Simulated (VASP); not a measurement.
# Zn2GaO5 (Imm2) in VASP: single point with PBE

Aim: the single point of Zn2GaO5 with PBE.

All numbers are computed with VASP 6.6.1; they aren't measurements. Logs are shortened: lines on timing, memory, paths and dates and some standing lists are left out, and cuts for length are marked.

### 1 The cell of the first run

It takes space group Imm2 (No. 44, orthorhombic). The conventional cell has a = 8.371 Å, b = 10.897 Å, c = 5.149 Å, α = 90.00°, β = 90.00°, γ = 90.00°. Within 2.6 Å of Zn (site symmetry 1) lie 4 O at 1.96 to 2.00 Å. Ga (site symmetry m) has 4 O at 1.64 to 1.66 Å within 2.2 Å. Within 2.2 Å of O (site symmetry 1) lie 1 Ga at 1.66 Å and 2 Zn at 1.97 to 1.98 Å. O (site symmetry m) has 1 Ga at 1.64 Å and 2 Zn at 2.00 Å within 2.2 Å. Within 2.6 Å of O (site symmetry m) lie 2 Zn at 1.96 Å. Within 2.2 Å of O (site symmetry mm2) lie 2 Ga at 1.64 Å. Within 4.9 Å of O (site symmetry mm2) lie 24 O at 2.93 to 4.85 Å and 12 Zn at 3.87 to 4.11 Å and 8 Ga at 4.47 to 4.70 Å.

### 2 Single point, PBE

Input file INCAR:

```
PREC = Accurate ; ENCUT = 520
EDIFF = 1E-7 ; ISMEAR = 0
SIGMA = 0.1546 ; LREAL = Auto
LASPH = T ; NELM = 80
ALGO = Normal ; ISIF = 2
LWAVE = F ; LCHARG = F
GGA = PE ; NBANDS = 81
```

Input file KPOINTS:

```
regular mesh
0
Gamma
  5 5 5
```

Input file POSCAR:

```
Zn2GaO5
1.0
    0.0000000000      0.0000000000      5.1489610000
    4.1856850000     -5.4482940000      2.5744800000
    4.1856850000      5.4482940000     -2.5744800000
Zn Ga O
4 2 10
Direct
    0.8804000000      0.3664600000      0.0488600000
    0.1980000000      0.6335400000      0.9511400000
    0.8804000000      0.9511400000      0.6335400000
    0.1980000000      0.0488600000      0.3664600000
    0.3872000000      0.1442000000      0.8558000000
    0.6756000000      0.8558000000      0.1442000000
    0.1980000000      0.3681000000      0.9581000000
    0.6080000000      0.6319000000      0.0419000000
    0.1980000000      0.0419000000      0.6319000000
    0.6080000000      0.9581000000      0.3681000000
    0.6888000000      0.1593000000      0.8407000000
    0.0074000000      0.8407000000      0.1593000000
    0.9970000000      0.3140000000      0.3140000000
    0.9970000000      0.6860000000      0.6860000000
    0.4370000000      0.0000000000      0.0000000000
    0.5140000000      0.5000000000      0.5000000000
```

Potentials or basis: VASP PAW PBE potentials, release 64 (Zn, Ga_d, O).

On the command line:

```
cat potpaw_PBE.64/Zn/POTCAR potpaw_PBE.64/Ga_d/POTCAR potpaw_PBE.64/O/POTCAR > POTCAR
mpirun -np 1 vasp_std > vasp.out
```

OUTCAR:

```text
PREC = Accurate
   ENCUT = 520
   EDIFF = 1E-7
   ISMEAR = 0
   LREAL = Auto
   LASPH = T
   NELM = 80
   ISIF = 2
   GGA = PE

 ion  position               nearest neighbor table
   1  0.880  0.366  0.049-  13 1.96   8 1.97   7 1.98  11 2.00
   2  0.198  0.634  0.951-  14 1.96   7 1.97   8 1.98  12 2.00
   3  0.880  0.951  0.634-  14 1.96  10 1.97   9 1.98  11 2.00
   4  0.198  0.049  0.366-  13 1.96   9 1.97  10 1.98  12 2.00
   5  0.387  0.144  0.856-  11 1.64  15 1.64   7 1.66   9 1.66
   6  0.676  0.856  0.144-  12 1.64  15 1.64   8 1.66  10 1.66
   7  0.198  0.368  0.958-   5 1.66   2 1.97   1 1.98
   8  0.608  0.632  0.042-   6 1.66   1 1.97   2 1.98
   9  0.198  0.042  0.632-   5 1.66   4 1.97   3 1.98
  10  0.608  0.958  0.368-   6 1.66   3 1.97   4 1.98
  11  0.689  0.159  0.841-   5 1.64   3 2.00   1 2.00
  12  0.007  0.841  0.159-   6 1.64   4 2.00   2 2.00
  13  0.997  0.314  0.314-   1 1.96   4 1.96
  14  0.997  0.686  0.686-   3 1.96   2 1.96
  15  0.437  0.000  0.000-   5 1.64   6 1.64
  16  0.514  0.500  0.500-

  LATTYP: Found a body centered orthorhombic cell.
 ALAT       =     5.1489610000
 B/A-ratio  =     1.6258367465
 C/A-ratio  =     2.1162692823

  Lattice vectors:

 A1 = (   4.1856850000,  -5.4482940000,   2.5744800000)
 A2 = (  -4.1856850000,  -5.4482940000,  -2.5744810000)
 A3 = (   4.1856850000,   5.4482940000,  -2.5744800000)

Analysis of symmetry for initial positions (statically):
=====================================================================
 Subroutine PRICEL returns:
 Original cell was already a primitive cell.

 Routine SETGRP: Setting up the symmetry group for a
 body centered orthorhombic supercell.

 Subroutine GETGRP returns: Found  4 space group operations
 (whereof  4 operations were pure point group operations)
 out of a pool of  8 trial point group operations.

The static configuration has the point symmetry C_2v.

Analysis of symmetry for dynamics (positions and initial velocities):
=====================================================================
 Subroutine PRICEL returns:
 Original cell was already a primitive cell.

 Routine SETGRP: Setting up the symmetry group for a
 body centered orthorhombic supercell.

 Subroutine GETGRP returns: Found  4 space group operations
 (whereof  4 operations were pure point group operations)
 out of a pool of  8 trial point group operations.

The dynamic configuration has the point symmetry C_2v.

 Subroutine INISYM returns: Found  4 space group operations
 (whereof  4 operations are pure point group operations),
 and found     1 'primitive' translations

----------------------------------------------------------------------------------------

                                     Primitive cell

  volume of cell :     234.8425

  direct lattice vectors                    reciprocal lattice vectors
     0.000000000  0.000000000  5.148961000     0.000000000  0.091771829  0.194213939
     4.185685000 -5.448294000  2.574480000     0.119454761 -0.091771846  0.000000000
     4.185685000  5.448294000 -2.574480000     0.119454761  0.091771846  0.000000000

  length of vectors
     5.148961000  7.337016676  7.337016676     0.214804848  0.150637019  0.150637019

  position of ions in fractional coordinates (direct lattice)
     0.880400000  0.366460000  0.048860000
     0.198000000  0.633540000  0.951140000
     0.880400000  0.951140000  0.633540000
     0.198000000  0.048860000  0.366460000
     0.387200000  0.144200000  0.855800000
     0.675600000  0.855800000  0.144200000
[... 8 lines left out ...]
     0.437000000  0.000000000  0.000000000
     0.514000000  0.500000000  0.500000000

  ion indices of the primitive-cell ions
   primitive index   ion index
                 1           1
                 2           2
                 3           3
                 4           4
                 5           5
                 6           6
[... 8 lines left out ...]
                15          15
                16          16

----------------------------------------------------------------------------------------

 KPOINTS: regular mesh

Automatic generation of k-mesh.
 Grid dimensions read from file:
 generate k-points for:    5    5    5

 Generating k-lattice:

  Cartesian coordinates                     Fractional coordinates (reciprocal lattice)
     0.000000000  0.018354366  0.038842788     0.200000000  0.000000000  0.000000000
     0.023890952 -0.018354369  0.000000000     0.000000000  0.200000000  0.000000000
     0.023890952  0.018354369  0.000000000     0.000000000  0.000000000  0.200000000

  Length of vectors
     0.042960970  0.030127404  0.030127404

  Shift w.r.t. Gamma in fractional coordinates (k-lattice)
     0.000000000  0.000000000  0.000000000

 Subroutine IBZKPT returns following result:
 ===========================================

 Found     27 irreducible k-points:

 Following reciprocal coordinates:
            Coordinates               Weight
  0.000000  0.000000  0.000000      1.000000
  0.200000  0.000000  0.000000      4.000000
  0.400000 -0.000000  0.000000      4.000000
  0.000000  0.200000 -0.000000      4.000000
  0.200000  0.200000 -0.000000      4.000000
  0.400000  0.200000  0.000000      8.000000
[... 16 lines left out ...]
  0.400000 -0.200000  0.200000      4.000000
 -0.400000 -0.200000  0.200000      2.000000
 [... further k-points ...]
   k-points           NKPTS =     27   k-points in BZ     NKDIM =     27   number of bands    NBANDS=     81
   number of dos      NEDOS =    301   number of ions     NIONS =     16
   total plane-waves  NPLWV = 125440
   dimension x,y,z NGX =    40 NGY =   56 NGZ =   56
   dimension x,y,z NGXF=    80 NGYF=  112 NGZF=  112
   ions per type =               4   2  10
   NGX,Y,Z   is equivalent  to a cutoff of  12.91, 12.69, 12.69 a.u.
   NGXF,Y,Z  is equivalent  to a cutoff of  25.83, 25.38, 25.38 a.u.
 SYSTEM =  unknown system
   PREC   = accura    normal or accurate (medium, high low for compatibility)
   ISTART =      0    job   : 0-new  1-cont  2-samecut
   ICHARG =      2    charge: 1-file 2-atom 10-const
   ISPIN  =      1    spin polarized calculation?
   LNONCOLLINEAR =      F non collinear calculations
   LSORBIT =      F    spin-orbit coupling
   LASPH  =      T    aspherical Exc in radial PAW
   ENCUT  =  520.0 eV  38.22 Ry    6.18 a.u.   9.57 13.64 13.64*2*pi/ulx,y,z
   NELM   =     80;   NELMIN=  2; NELMDL= -5     # of ELM steps
   EDIFF  = 0.1E-06   stopping-criterion for ELM
   LREAL  =      T    real-space projection
   EDIFFG = 0.1E-05   stopping-criterion for IOM
   NSW    =      0    number of steps for IOM
   IBRION =     -1    ionic relax: 0-MD 1-quasi-New 2-CG
   NFREE  =      0    steps in history (QN), initial steepest desc. (CG)
   ISIF   =      2    stress and relaxation
   ISYM   =      2    0-nonsym 1-usesym 2-fastsym
   POTIM  = 0.5000    time-step for ionic-motion
   TEBEG  =    0.0;   TEEND  =   0.0 temperature during run
   PSTRESS=    0.0 pullay stress
   NELECT =     134.0000    total number of electrons
   NUPDOWN=      -1.0000    fix difference up-down
   EMIN   =  10.00;   EMAX   =-10.00  energy-range for DOS
   EFERMI =   0.00;   METHOD = LEGACY
   ISMEAR =     0;   SIGMA  =   0.15  broadening in eV -4-tet -1-fermi 0-gaus
   EFERMI_NEDOS =   21; number of points for ismear=-14 and -15
   IALGO  =     38    algorithm
   IMIX   =      4    mixing-type and parameters
     AMIX     =   0.40;   BMIX     =  1.00
     AMIX_MAG =   1.60;   BMIX_MAG =  1.00
  volume/ion in A,a.u.               =      14.68        99.05
  Fermi-wavevector in a.u.,A,eV,Ry     =   1.357847  2.565959 25.085725  1.843749
  Thomas-Fermi vector in A             =   2.484731
   LORBIT       =      0    0 simple, 1 ext, 2 COOP (PROOUT), +10 PAW based schemes
   GGA     = PE    functional components
   LHFCALC =     F    Hartree Fock is set to
   AEXX    =    0.0000 exact exchange contribution
   IVDW    =     0    specifies the selected vdW correction
   LEPSILON=     F    determine dielectric tensor
   LRPA    =     F    only Hartree local field effects (RPA)
 non-spin polarized calculation
 Gauss-broadening in eV      SIGMA  =   0.15
  energy-cutoff  :      520.00
  volume of cell :      234.84
 maximum number of plane-waves:      6359
 NGX is ok and might be reduce to    40
   NGX = 19   NGY = 27   NGZ = 27

 number of electron     134.0000012 magnetization

 Free energy of the ion-electron system (eV)
  ---------------------------------------------------
  ext. energy  EPLUGINS =         0.00000000
  ---------------------------------------------------
  free energy    TOTEN  =       -66.20649344 eV

  energy without entropy =      -65.89165284  energy(sigma->0) =      -66.04907314

 E-fermi :  -1.1684     XC(G=0):  -9.1799

 val. band max:       -1.1701043553   @ k =   0.0000  -0.4000   0.2000
 cond. band min:      -1.1678837522   @ k =   0.4000  -0.4000   0.2000
 fundamental gap:      0.0022206031
 Fermi energy:        -1.1683876344

 k-point     1 :       0.0000    0.0000    0.0000
  band No.  band energies     occupation
      1     -19.5550      2.00000
      2     -19.0308      2.00000
      3     -18.7601      2.00000
      4     -18.6740      2.00000
      5     -18.5511      2.00000
      6     -18.5473      2.00000
[... 71 lines left out ...]
     78       8.4899      0.00000
     79       8.6272      0.00000

 k-point     2 :       0.2000    0.0000    0.0000
  band No.  band energies     occupation
      1     -19.5068      2.00000
      2     -19.0276      2.00000
      3     -18.7488      2.00000
      4     -18.6547      2.00000
      5     -18.5897      2.00000
      6     -18.5661      2.00000
[... 71 lines left out ...]
     78       8.1937      0.00000
     79       8.5774      0.00000
[... 1720 lines left out ...]
     78       7.9603      0.00000
     79       8.5215      0.00000

 k-point    24 :      -0.4000   -0.2000    0.2000
  band No.  band energies     occupation
      1     -19.4281      2.00000
      2     -18.9940      2.00000
      3     -18.7531      2.00000
      4     -18.6473      2.00000
      5     -18.6085      2.00000
      6     -18.6016      2.00000
[... 71 lines left out ...]
     78       7.9791      0.00000
     79       8.4679      0.00000

 [... further k-points ...]

 [bands above 79 left out]

------------------------ aborting loop because EDIFF is reached ----------------------------------------

  FORCE on cell =-STRESS in cart. coord.  units (eV):
  Direction    XX          YY          ZZ          XY          YZ          ZX
  --------------------------------------------------------------------------------------
  -------------------------------------------------------------------------------------
  Total       23.2639960     21.1357220     26.9444306      0.0000000      0.0000019      0.0000000
  in kB      158.7150906    144.1952636    183.8242988      0.0000000      0.0000132      0.0000000
  external PRESSURE =     162.2448843 kB  Pullay stress =       0.0000000 kB

 VOLUME and BASIS-vectors are now :
 -----------------------------------------------------------------------------
  energy-cutoff  :      520.00
  volume of cell :      234.84
      direct lattice vectors                 reciprocal lattice vectors
     0.000000000  0.000000000  5.148961000     0.000000000  0.091771829  0.194213939
     4.185685000 -5.448294000  2.574480000     0.119454761 -0.091771846  0.000000000
     4.185685000  5.448294000 -2.574480000     0.119454761  0.091771846  0.000000000

 POSITION                                       TOTAL-FORCE (eV/Angst)
 -----------------------------------------------------------------------------------
      1.73840     -1.73038      5.35080         0.209526      0.258142     -0.033882
      6.63297      1.73038      0.20184        -0.209526     -0.258142     -0.033882
      6.63297     -1.73038      5.35080        -0.209526      0.258142     -0.033882
      1.73840      1.73038      0.20184         0.209526     -0.258142     -0.033882
      4.18569      3.87701      0.16168         0.000000      0.015503      0.076378
      4.18569     -3.87701      5.31064         0.000000     -0.015503      0.076378
[... 8 lines left out ...]
      0.00000      0.00000      2.25010         0.000000      0.000000     -3.788759
      4.18569      0.00000      2.64657         0.000000      0.000000      0.226736
 -----------------------------------------------------------------------------------
    total drift:                               -0.000001      0.000019     -0.001518

  FREE ENERGIE OF THE ION-ELECTRON SYSTEM (eV)
  ---------------------------------------------------
  free  energy   TOTEN  =       -66.2064934351 eV

  energy  without entropy=      -65.8916528436  energy(sigma->0) =      -66.04907314
```

It took 57 min on 1 thread of Intel Xeon 8259CL, shared host; peak memory 0.55 GiB.

What came out:

```yaml
Free_energy: -66.2065 eV
Pressure: 16.2 GPa
Largest_force: 7.246 eV/Å
Band_gap_on_the_k_mesh: zero (bands 67 and 68 overlap by 0.08 eV)
```

Forces on the atoms (eV/Å):
```
Zn   0.210  0.258 -0.034
Zn  -0.210 -0.258 -0.034
Zn  -0.210  0.258 -0.034
Zn   0.210 -0.258 -0.034
Ga   0.000  0.016  0.076
Ga   0.000 -0.016  0.076
O    5.347 -2.752 -2.756
O   -5.347  2.752 -2.756
O   -5.347 -2.752 -2.756
O    5.347  2.752 -2.756
O    0.000 -0.668  7.215
O    0.000  0.668  7.215
O   -0.395  0.000  0.070
O    0.395  0.000  0.070
O    0.000  0.000 -3.789
O    0.000  0.000  0.227
```

Levels at points of the mesh, in eV from the Fermi level:
```csv
k point,band 64,band 65,band 66,band 67,band 68,band 69,band 70,band 71
"(0.00, 0.00, 0.00)",-0.23,-0.19,-0.11,-0.07,0.27,0.32,0.34,3.74
```

Caveat: the cell stands under pressure; forces of over 1 eV/Å act on the atoms, so gaps and moduli don't describe the material at rest.
